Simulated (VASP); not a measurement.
# Ga2O3 in VASP: single point with PBE

Aim: the single point of Ga2O3 with PBE.

All numbers are computed with VASP 6.6.1; they aren't measurements. Logs are shortened: lines on timing, memory, paths and dates and some standing lists are left out, and cuts for length are marked.

## 1. The cell of the first run

The typed cell holds 10 atoms: a = 5.398 Å, b = 5.398 Å, c = 5.398 Å, α = 55.88°, β = 55.88°, γ = 55.88°.

## 2. Single point, PBE

File INCAR:

```
SYSTEM = Ga2O3
  PREC = Accurate
  ENCUT = 520
  EDIFF = 1E-7
  ISMEAR = 0
  SIGMA = 0.05
  LREAL = .False.
  LASPH = .True.
  NELM = 80
  ALGO = Normal
  ISIF = 2
  LWAVE = .False.
  LCHARG = .False.
  GGA = PE
  NBANDS = 55
```

File KPOINTS:

```
regular mesh
0
Gamma
  6 6 6
  0 0 0
```

File POSCAR:

```
Ga2O3
1.0
    2.5293315515      1.4604011873      4.5399753437
   -2.5289601852      1.4605160386      4.5397316192
    0.0002851472     -2.9202511396      4.5396393320
Ga O
4 6
Direct
    0.3558611325      0.3558555600      0.3557955626
    0.1441517342      0.1441443027      0.1441809741
    0.6441459245      0.6441651154      0.6441701973
    0.8558826235      0.8558055666      0.8558294122
    0.5531027444      0.9468829104      0.2499989220
    0.2500208858      0.5531037917      0.9469441881
    0.9468638816      0.2500121948      0.5530831855
    0.4468542153      0.0531174207      0.7499815505
    0.7500240694      0.4469073239      0.0530818963
    0.0530927888      0.7500058136      0.4469341117
```

Potentials or basis: VASP PAW PBE potentials, release 64 (Ga_d, O).

The run is started by

```sh
$ cat potpaw_PBE.64/Ga_d/POTCAR potpaw_PBE.64/O/POTCAR > POTCAR
$ mpirun -np 1 vasp_std > vasp.out
```

OUTCAR:

```text
SYSTEM = Ga2O3
   PREC = Accurate
   ENCUT = 520
   EDIFF = 1E-7
   ISMEAR = 0
   LREAL = .False.
   LASPH = .True.
   NELM = 80
   ISIF = 2
   GGA = PE

 ion  position               nearest neighbor table
   1  0.356  0.356  0.356-   8 1.95  10 1.95   9 1.95   6 2.10   5 2.10   7 2.10   2 2.88
   2  0.144  0.144  0.144-   8 1.95  10 1.95   9 1.95   7 2.10   5 2.10   6 2.10   1 2.88
   3  0.644  0.644  0.644-   7 1.95   6 1.95   5 1.95   8 2.10   9 2.10  10 2.10   4 2.88
   4  0.856  0.856  0.856-   5 1.95   6 1.95   7 1.95  10 2.10   9 2.10   8 2.10   3 2.88
   5  0.553  0.947  0.250-   4 1.95   3 1.95   1 2.10   2 2.10
   6  0.250  0.553  0.947-   3 1.95   4 1.95   1 2.10   2 2.10
   7  0.947  0.250  0.553-   3 1.95   4 1.95   2 2.10   1 2.10
   8  0.447  0.053  0.750-   2 1.95   1 1.95   3 2.10   4 2.10
   9  0.750  0.447  0.053-   2 1.95   1 1.95   4 2.10   3 2.10
  10  0.053  0.750  0.447-   2 1.95   1 1.95   4 2.10   3 2.10

  Warning from LATTYP: Got some problem with cell dimensions!
  Tried to take original basis but could not verify dimensions!
  LATTYP: Found a triclinic cell.
 ALAT       =     8.7614195178
 B/A-ratio  =     0.5773583061
 C/A-ratio  =     0.6161446915
 COS(alpha) =     0.0000291699
 COS(beta)  =     0.2705601979
 COS(gamma) =     0.8660360519

  Lattice vectors:

 A1 = (  -0.0001989281,   8.7614195051,   0.0004282989)
 A2 = (  -2.5292453324,   4.3807671782,   0.0000922872)
 A3 = (   2.5293315515,   1.4604011873,   4.5399753437)

Analysis of symmetry for initial positions (statically):
=====================================================================
 Subroutine PRICEL returns:
 Original cell was already a primitive cell.

 Routine SETGRP: Setting up the symmetry group for a
 triclinic supercell.

 Subroutine GETGRP returns: Found  1 space group operations
 (whereof  1 operations were pure point group operations)
 out of a pool of  2 trial point group operations.

The static configuration has the point symmetry C_1 .

Analysis of symmetry for dynamics (positions and initial velocities):
=====================================================================
 Subroutine PRICEL returns:
 Original cell was already a primitive cell.

 Routine SETGRP: Setting up the symmetry group for a
 triclinic supercell.

 Subroutine GETGRP returns: Found  1 space group operations
 (whereof  1 operations were pure point group operations)
 out of a pool of  2 trial point group operations.
[... 123 lines left out ...]
   ISIF   =      2    stress and relaxation
   ISYM   =      2    0-nonsym 1-usesym 2-fastsym
   POTIM  = 0.5000    time-step for ionic-motion
   TEBEG  =    0.0;   TEEND  =   0.0 temperature during run
   PSTRESS=    0.0 pullay stress
   NELECT =      88.0000    total number of electrons
   NUPDOWN=      -1.0000    fix difference up-down
   EMIN   =  10.00;   EMAX   =-10.00  energy-range for DOS
   EFERMI =   0.00;   METHOD = LEGACY
   ISMEAR =     0;   SIGMA  =   0.05  broadening in eV -4-tet -1-fermi 0-gaus
   EFERMI_NEDOS =   21; number of points for ismear=-14 and -15
   IALGO  =     38    algorithm
   IMIX   =      4    mixing-type and parameters
     AMIX     =   0.40;   BMIX     =  1.00
     AMIX_MAG =   1.60;   BMIX_MAG =  1.00
  volume/ion in A,a.u.               =      10.06        67.89
  Fermi-wavevector in a.u.,A,eV,Ry     =   1.565698  2.958740 33.353452  2.451410
  Thomas-Fermi vector in A             =   2.668135
   LORBIT       =      0    0 simple, 1 ext, 2 COOP (PROOUT), +10 PAW based schemes
   GGA     = PE    functional components
   LHFCALC =     F    Hartree Fock is set to
   AEXX    =    0.0000 exact exchange contribution
   IVDW    =     0    specifies the selected vdW correction
   LEPSILON=     F    determine dielectric tensor
   LRPA    =     F    only Hartree local field effects (RPA)
 non-spin polarized calculation
 Gauss-broadening in eV      SIGMA  =   0.05
  energy-cutoff  :      520.00
  volume of cell :      100.60
 maximum number of plane-waves:      2730
   NGX = 21   NGY = 21   NGZ = 21

 number of electron      88.0000003 magnetization

 Free energy of the ion-electron system (eV)
  ---------------------------------------------------
  ext. energy  EPLUGINS =         0.00000000
  ---------------------------------------------------
  free energy    TOTEN  =       -59.39331895 eV

  energy without entropy =      -59.39331895  energy(sigma->0) =      -59.39331895

 E-fermi :   4.3252     XC(G=0): -11.9623

 val. band max:        4.1062576642   @ k =  -0.0000  -0.1667   0.1667
 cond. band min:       6.4982229265   @ k =   0.0000   0.0000   0.0000
 fundamental gap:      2.3919652623
 Fermi energy:         4.3251889017

 k-point     1 :       0.0000    0.0000    0.0000
  band No.  band energies     occupation
      1     -14.5778      2.00000
      2     -12.7182      2.00000
      3     -12.7180      2.00000
      4     -12.6934      2.00000
      5     -12.6762      2.00000
      6     -12.6760      2.00000
[... 1381 lines left out ...]
     54      15.6740      0.00000
     55      15.9867      0.00000

 [... further k-points ...]

------------------------ aborting loop because EDIFF is reached ----------------------------------------

  FORCE on cell =-STRESS in cart. coord.  units (eV):
  Direction    XX          YY          ZZ          XY          YZ          ZX
  --------------------------------------------------------------------------------------
  -------------------------------------------------------------------------------------
  Total        0.5798112      0.5816789      0.5650215      0.0016460     -0.0030097     -0.0033338
  in kB        9.2345098      9.2642564      8.9989579      0.0262152     -0.0479342     -0.0530964
  external PRESSURE =       9.1659080 kB  Pullay stress =       0.0000000 kB

 VOLUME and BASIS-vectors are now :
 -----------------------------------------------------------------------------
  energy-cutoff  :      520.00
  volume of cell :      100.60
      direct lattice vectors                 reciprocal lattice vectors
     2.529331551  1.460401187  4.539975344     0.197694255  0.114137656  0.073409851
    -2.528960185  1.460516039  4.539731619    -0.197696147  0.114128678  0.073428911
     0.000285147 -2.920251140  4.539639332    -0.000008722 -0.228277102  0.073436128

 POSITION                                       TOTAL-FORCE (eV/Angst)
 -----------------------------------------------------------------------------------
      0.00025      0.00042      4.84627         0.000124     -0.001590      0.014458
      0.00011     -0.00000      1.96335        -0.000184      0.000759     -0.014008
      0.00037      0.00039      8.77304        -0.000097      0.000761     -0.013944
      0.00076      0.00061     11.65597        -0.001567      0.000111      0.014385
     -0.99558      1.46063      7.94457         0.001303      0.000483      0.000310
     -0.76612     -1.59237      7.94482        -0.001288      0.001528     -0.002020
      1.76282      0.13281      7.94453         0.000421     -0.001757      0.000488
      0.99612     -1.45997      5.67449        -0.000582     -0.000189      0.001378
      0.76686      1.59304      5.67490         0.000468     -0.001874     -0.000395
     -1.76232     -0.13223      5.67478         0.001402      0.001767     -0.000653
 -----------------------------------------------------------------------------------
    total drift:                               -0.000004      0.000004     -0.000003

  FREE ENERGIE OF THE ION-ELECTRON SYSTEM (eV)
  ---------------------------------------------------
  free  energy   TOTEN  =       -59.3933189515 eV

  energy  without entropy=      -59.3933189515  energy(sigma->0) =      -59.39331895
```

stdout:

```text
POSCAR found type information on POSCAR GaO
 POSCAR found :  2 types and      10 ions
 scaLAPACK will be used
 -----------------------------------------------------------------------------
|                                                                             |
|           W    W    AA    RRRRR   N    N  II  N    N   GGGG   !!!           |
|           W    W   A  A   R    R  NN   N  II  NN   N  G    G  !!!           |
[... 18 lines left out ...]
 -----------------------------------------------------------------------------

 LDA part: xc-table for (Slater+PW92), standard interpolation
 POSCAR, INCAR and KPOINTS ok, starting setup
 FFT: planning ... GRIDC
 FFT: planning ... GRID_SOFT
 FFT: planning ... GRID
 WAVECAR not read
 entering main loop
```

It took 23 min on 1 thread of Intel Xeon 8259CL, shared host; peak memory 0.55 GiB.

What came out:

* Free energy: -59.3933 eV
* Pressure: 0.9 GPa
* Largest force: 0.015 eV/Å
* Band gap on the k mesh: 2.39 eV (least direct gap 2.63 eV)

Forces in eV/Å, atoms in the order of the input:
```
Ga   0.000 -0.002  0.014
Ga   0.000  0.001 -0.014
Ga   0.000  0.001 -0.014
Ga  -0.002  0.000  0.014
O    0.001  0.000  0.000
O   -0.001  0.002 -0.002
O    0.000 -0.002  0.000
O   -0.001  0.000  0.001
O    0.000 -0.002  0.000
O    0.001  0.002 -0.001
```
